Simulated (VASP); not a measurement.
# Rh: single point with PBE

Crystal: Rh.

```
CELL_PARAMETERS angstrom
2.57218 0.00000 0.00000
-1.28609 2.22757 0.00000
0.00000 0.00000 8.39664
ATOMIC_POSITIONS crystal
Rh 0.00000 0.00000 0.00000
Rh 0.33333 0.66667 0.25000
Rh 0.00000 0.00000 0.50000
Rh 0.66667 0.33333 0.75000
```

This isn't the form of Rh at room conditions, which is fcc.

```
Program             : VASP 6.6.1
Task                : single point
Functional          : PBE
Potentials or basis : VASP PAW PBE potentials, release 64 (Rh_pv)
Cutoff              : 520 eV
k mesh              : 18 × 18 × 6
Occupations         : gaussian, width 0.1 eV
Spin                : no spin polarisation
```

```yaml
Pressure: 60.2 GPa
Band_gap_on_the_k_mesh: zero (bands 30 and 31 overlap by 2.49 eV)
```

Levels at points of the mesh, in eV from the Fermi level:
| k point | band 26 | band 27 | band 28 | band 29 | band 30 | band 31 | band 32 | band 33 | band 34 | band 35 |
| --- | --- | --- | --- | --- | --- | --- | --- | --- | --- | --- |
| (0.00, 0.00, 0.00) | -3.25 | -3.25 | -1.79 | -1.79 | -1.08 | -1.08 | -0.42 | -0.42 | 0.53 | 0.53 |
| (0.50, 0.00, 0.00) | 0.68 | 0.70 | 0.75 | 0.83 | 1.04 | 1.05 | 1.10 | 1.21 | 2.40 | 4.96 |
| (0.00, 0.00, 0.50) | -3.53 | -1.41 | -1.41 | -1.41 | -1.41 | -1.38 | -1.38 | 0.09 | 0.09 | 0.09 |
| (0.50, 0.00, 0.50) | -1.22 | -0.15 | -0.15 | 0.74 | 0.74 | 1.02 | 1.02 | 3.28 | 3.28 | 4.81 |

It took 2.2 min on 1 thread of Intel(R) Xeon(R) 6975P-C (Granite Rapids) (shared host), peak memory 0.3 GiB.

Caveat: the cell stands under pressure.
